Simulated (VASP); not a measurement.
Wanted: the native input for a VASP 6.6.1 run.

```yaml
Task: single point
Functional: PBE
Potentials_or_basis: VASP PAW PBE potentials, release 64 (Li_sv, Cl)
Cutoff: 520 eV
k_mesh: 6 × 6 × 4
Occupations: gaussian, width 0.1 eV
Spin: no spin polarisation
Dipole_correction: no
Further_INCAR_settings: ALGO = Normal; EDIFF = 1e-06; NBANDS = 28
```

The structure of Li5Cl3 lies in POSCAR:

```
Li5Cl3
1.0
    7.7399305067      0.0000000000      0.0000000000
   -3.8699652533      6.7029764423      0.0000000000
    0.0000000000      0.0000000000      4.5448556036
Li Cl
5 3
Direct
    0.5000000000      0.0000000000      0.0000000000
    0.0000000000      0.5000000000      0.0000000000
    0.5000000000      0.5000000000      0.0000000000
    0.0000000000      0.0000000000      0.2514105486
    0.0000000000      0.0000000000      0.7485894514
    0.5000000000      0.0000000000      0.5000000000
    0.0000000000      0.5000000000      0.5000000000
    0.5000000000      0.5000000000      0.5000000000
```

The cell was generated, and may not be a known phase.

One way to write it, as run:

INCAR

```
PREC     = Accurate       # precision mode
ENCUT    = 520            # plane-wave cutoff, eV
EDIFF    = 1E-6           # SCF threshold, eV
ISMEAR   = 0              # smearing method
SIGMA    = 0.1            # smearing width, eV
LREAL    = False          # projectors in reciprocal space
LASPH    = True           # aspherical terms in the spheres
NELM     = 100            # most SCF steps
ALGO     = Normal         # electronic algorithm
ISIF     = 2              # what is computed and relaxed
LWAVE    = False          # write WAVECAR
LCHARG   = True           # write CHGCAR
GGA      = PE             # functional
LELF     = True           # ELF
LVHAR    = True         
NBANDS   = 28             # bands
```

KPOINTS

```
Automatic mesh
0
Gamma
  6 6 4
```

Potentials or basis: VASP PAW PBE potentials, release 64 (Li_sv, Cl).

Launch:

```sh
$ cat potpaw_PBE.64/Li_sv/POTCAR potpaw_PBE.64/Cl/POTCAR > POTCAR
$ mpirun -np 1 vasp_std > vasp.out
```

It gave:

| Property | Result |
| --- | --- |
| Largest force | 0.028 eV/Å |
| Band gap on the k mesh | 0.17 eV |

Run time: 3.9 min on 1 thread of Intel Xeon 8259CL, with other jobs on the host, peak memory 0.38 GiB.
